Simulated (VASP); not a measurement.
# BP (I-4m2) in VASP: a series of runs

Runs on BP. Level: r2SCAN. Tasks: single point.

All numbers are computed with VASP 6.6.1; they aren't measurements. Logs are shortened: lines on timing, memory, paths and dates and some standing lists are left out, and cuts for length are marked.

**1. The cell of the first run**

Symmetry: I-4m2, No. 119, tetragonal system. The conventional cell has a = 3.208 Å, b = 3.208 Å, c = 4.400 Å, α = 90.00°, β = 90.00°, γ = 90.00°. Within 2.6 Å of B (site symmetry -4m2) lie 4 P at 1.94 Å. Within 2.6 Å of P (site symmetry -4m2) lie 4 B at 1.94 Å.

**2. Single point, r2SCAN (strain +0.000 along x and y, -0.030 along z)**

Contents of POSCAR:

```
BP
1.0
    0.0000000000      2.2682668145      2.2002188101
    2.2682668145      0.0000000000      2.2002188101
    2.2682668145      2.2682668145      0.0000000000
B P
1 1
Direct
    0.0000000000      0.0000000000      0.0000000000
    0.7500000000      0.7500000000      0.7500000000
```

Contents of INCAR.step1:

```
SYSTEM = BP
  ALGO = Normal
  EDIFF = 1E-4
  ENCUT = 520
  GGA = PE
  ISMEAR = 0
  LASPH = .TRUE.
  LCHARG = .FALSE.
  LREAL = .FALSE.
  LWAVE = .TRUE.
  NBANDS = 11
  NELM = 80
  PREC = Accurate
  SIGMA = 0.05
```

Contents of INCAR.step2:

```
SYSTEM = BP
  ALGO = Normal
  EDIFF = 1E-7
  ENCUT = 520
  ISIF = 2
  ISMEAR = 0
  ISTART = 1
  LASPH = .TRUE.
  LCHARG = .FALSE.
  LMIXTAU = .TRUE.
  LREAL = .FALSE.
  LWAVE = .FALSE.
  METAGGA = R2SCAN
  NBANDS = 11
  NELM = 80
  PREC = Accurate
  SIGMA = 0.05
```

Contents of KPOINTS:

```
k-points
0
G
  10 10 10
  0 0 0
```

Potentials or basis: VASP PAW PBE potentials, release 64 (B, P).

Launch:

```console
> cat potpaw_PBE.64/B/POTCAR potpaw_PBE.64/P/POTCAR > POTCAR
> cp INCAR.step1 INCAR
> mpirun -np 1 vasp_std > vasp.out
> cp INCAR.step2 INCAR
> mpirun -np 1 vasp_std > vasp.out
```

OUTCAR:

```text
SYSTEM = BP
   EDIFF = 1E-7
   ENCUT = 520
   ISIF = 2
   ISMEAR = 0
   ISTART = 1
   LASPH = .TRUE.
   LREAL = .FALSE.
   METAGGA = R2SCAN
   NELM = 80
   PREC = Accurate

 ion  position               nearest neighbor table
   1  0.000  0.000  0.000-   2 1.94   2 1.94   2 1.94   2 1.94
   2  0.750  0.750  0.750-   1 1.94   1 1.94   1 1.94   1 1.94

  LATTYP: Found a body centered tetragonal cell.
 ALAT       =     3.2078136921
 C/A-ratio  =     1.3717871555

  Lattice vectors:

 A1 = (   0.0000000000,  -2.2682668145,  -2.2002188101)
 A2 = (   0.0000000000,   2.2682668145,  -2.2002188101)
 A3 = (   2.2682668145,   0.0000000000,   2.2002188101)

Analysis of symmetry for initial positions (statically):
=====================================================================
 Subroutine PRICEL returns:
 Original cell was already a primitive cell.

 Routine SETGRP: Setting up the symmetry group for a
 body centered tetragonal supercell.

 Subroutine GETGRP returns: Found  8 space group operations
 (whereof  8 operations were pure point group operations)
 out of a pool of 16 trial point group operations.

The static configuration has the point symmetry D_2d.

Analysis of symmetry for dynamics (positions and initial velocities):
=====================================================================
 Subroutine PRICEL returns:
 Original cell was already a primitive cell.

 Routine SETGRP: Setting up the symmetry group for a
 body centered tetragonal supercell.

 Subroutine GETGRP returns: Found  8 space group operations
 (whereof  8 operations were pure point group operations)
 out of a pool of 16 trial point group operations.

The dynamic configuration has the point symmetry D_2d.

 Subroutine INISYM returns: Found  8 space group operations
 (whereof  8 operations are pure point group operations),
 and found     1 'primitive' translations

----------------------------------------------------------------------------------------

                                     Primitive cell

  volume of cell :      22.6404

  direct lattice vectors                    reciprocal lattice vectors
     0.000000000  2.268266815  2.200218810    -0.220432621  0.220432621  0.227250125
     2.268266815  0.000000000  2.200218810     0.220432621 -0.220432621  0.227250125
     2.268266815  2.268266815  0.000000000     0.220432621  0.220432621 -0.227250125

  length of vectors
     3.160062840  3.160062840  3.207813692     0.385776750  0.385776750  0.385776750

  position of ions in fractional coordinates (direct lattice)
     0.000000000  0.000000000  0.000000000
[... 87 lines left out ...]
   TEBEG  =    0.0;   TEEND  =   0.0 temperature during run
   PSTRESS=    0.0 pullay stress
   NELECT =       8.0000    total number of electrons
   NUPDOWN=      -1.0000    fix difference up-down
   EMIN   =  10.00;   EMAX   =-10.00  energy-range for DOS
   EFERMI =   0.00;   METHOD = LEGACY
   ISMEAR =     0;   SIGMA  =   0.05  broadening in eV -4-tet -1-fermi 0-gaus
   EFERMI_NEDOS =   21; number of points for ismear=-14 and -15
   IALGO  =     38    algorithm
   IMIX   =      4    mixing-type and parameters
     AMIX     =   0.40;   BMIX     =  1.00
     AMIX_MAG =   1.60;   BMIX_MAG =  1.00
  volume/ion in A,a.u.               =      11.32        76.39
  Fermi-wavevector in a.u.,A,eV,Ry     =   1.157382  2.187135 18.225459  1.339533
  Thomas-Fermi vector in A             =   2.293994
   LORBIT       =      0    0 simple, 1 ext, 2 COOP (PROOUT), +10 PAW based schemes
   METAGGA = R2SCAN    functional components
   LHFCALC =     F    Hartree Fock is set to
   AEXX    =    0.0000 exact exchange contribution
   IVDW    =     0    specifies the selected vdW correction
   LEPSILON=     F    determine dielectric tensor
   LRPA    =     F    only Hartree local field effects (RPA)
 non-spin polarized calculation
 Gauss-broadening in eV      SIGMA  =   0.05
  energy-cutoff  :      520.00
  volume of cell :       22.64
 maximum number of plane-waves:       620
   NGX = 11   NGY = 11   NGZ = 11

 number of electron       8.0000001 magnetization

 Free energy of the ion-electron system (eV)
  ---------------------------------------------------
  ext. energy  EPLUGINS =         0.00000000
  ---------------------------------------------------
  free energy    TOTEN  =       -17.28888677 eV

  energy without entropy =      -17.28888677  energy(sigma->0) =      -17.28888677

 E-fermi :   8.1838     XC(G=0): -11.6447

 val. band max:        7.9774025109   @ k =   0.0000   0.0000   0.0000
 cond. band min:       8.8950410928   @ k =   0.4000   0.4000   0.0000
 fundamental gap:      0.9176385819
 Fermi energy:         8.1838479947

 k-point     1 :       0.0000    0.0000    0.0000
  band No.  band energies     occupation
      1      -8.7840      2.00000
      2       7.6658      2.00000
      3       7.6658      2.00000
      4       7.9774      2.00000
      5      11.3385      0.00000
      6      11.5275      0.00000
      7      11.5275      0.00000
      8      16.2744      0.00000
      9      20.0790      0.00000
     10      20.4176      0.00000
     11      20.9048      0.00000
[... 309 lines left out ...]
 k-point    24 :       0.4000    0.3000    0.0000
  band No.  band energies     occupation
      1      -5.4860      2.00000
      2       1.3285      2.00000
      3       3.3233      2.00000
      4       3.7486      2.00000
      5       9.5151      0.00000
      6      11.5205      0.00000
      7      18.0706      0.00000
      8      18.1959      0.00000
      9      23.4558      0.00000
     10      23.8525      0.00000
     11      26.6122      0.00000

 [... further k-points ...]

------------------------ aborting loop because EDIFF is reached ----------------------------------------

  FORCE on cell =-STRESS in cart. coord.  units (eV):
  Direction    XX          YY          ZZ          XY          YZ          ZX
  --------------------------------------------------------------------------------------
  -------------------------------------------------------------------------------------
  Total        0.2852828      0.2852828      1.5102643      0.0000000      0.0000000      0.0000000
  in kB       20.1884073     20.1884073    106.8758034      0.0000000      0.0000000      0.0000000
  external PRESSURE =      49.0842060 kB  Pullay stress =       0.0000000 kB

 VOLUME and BASIS-vectors are now :
 -----------------------------------------------------------------------------
  energy-cutoff  :      520.00
  volume of cell :       22.64
      direct lattice vectors                 reciprocal lattice vectors
     0.000000000  2.268266815  2.200218810    -0.220432621  0.220432621  0.227250125
     2.268266815  0.000000000  2.200218810     0.220432621 -0.220432621  0.227250125
     2.268266815  2.268266815  0.000000000     0.220432621  0.220432621 -0.227250125

 POSITION                                       TOTAL-FORCE (eV/Angst)
 -----------------------------------------------------------------------------------
      0.00000      0.00000      0.00000         0.000000      0.000000      0.000000
      3.40240      3.40240      3.30033        -0.000000     -0.000000     -0.000000
 -----------------------------------------------------------------------------------
    total drift:                               -0.000000     -0.000000      0.000000

  FREE ENERGIE OF THE ION-ELECTRON SYSTEM (eV)
  ---------------------------------------------------
  free  energy   TOTEN  =       -17.2888867671 eV

  energy  without entropy=      -17.2888867671  energy(sigma->0) =      -17.28888677
```

OUTCAR.step1:

```text
SYSTEM = BP
   EDIFF = 1E-4
   ENCUT = 520
   GGA = PE
   ISMEAR = 0
   LASPH = .TRUE.
   LREAL = .FALSE.
[... 557 lines left out ...]
      0.00000      0.00000      0.00000         0.000000      0.000000      0.000000
      3.40240      3.40240      3.30033        -0.000000     -0.000000     -0.000000
 -----------------------------------------------------------------------------------
    total drift:                               -0.000000     -0.000000      0.000000

  FREE ENERGIE OF THE ION-ELECTRON SYSTEM (eV)
  ---------------------------------------------------
  free  energy   TOTEN  =       -12.9022969890 eV

  energy  without entropy=      -12.9022969890  energy(sigma->0) =      -12.90229699
```

It took 33 s on 1 thread of Intel Xeon 6975P-C (Granite Rapids), shared host; peak memory 0.15 GiB.

Results:

```
Free energy            : -17.2889 eV
Pressure               : 4.9 GPa
Band gap on the k mesh : 0.92 eV (least direct gap 3.36 eV)
```

Stress tensor (GPa, compression positive):
```
 2.02  0.00  0.00
 0.00  2.02  0.00
 0.00  0.00 10.69
```

Levels at points of the mesh, in eV from the valence-band top:
```
           k point  band 2  band 3  band 4  band 5  band 6  band 7
(0.00, 0.00, 0.00)   -0.31   -0.31    0.00    3.36    3.55    3.55
(0.50, 0.00, 0.00)   -9.94   -2.32   -1.91    3.99    4.68    5.15
(0.50, 0.50, 0.00)   -9.31   -4.90   -4.90    1.03    1.37   13.14
(0.50, 0.00, 0.50)   -9.60   -4.59   -4.52    1.39    1.83   12.78
```

Caveat: the cell differs from its parent crystal (strain +0.000 along x and y, -0.030 along z); the cell stands under pressure; the PAW data sets were made with another functional, which shifts forces and pressure a little.

(Continued in part 2 of 2.)
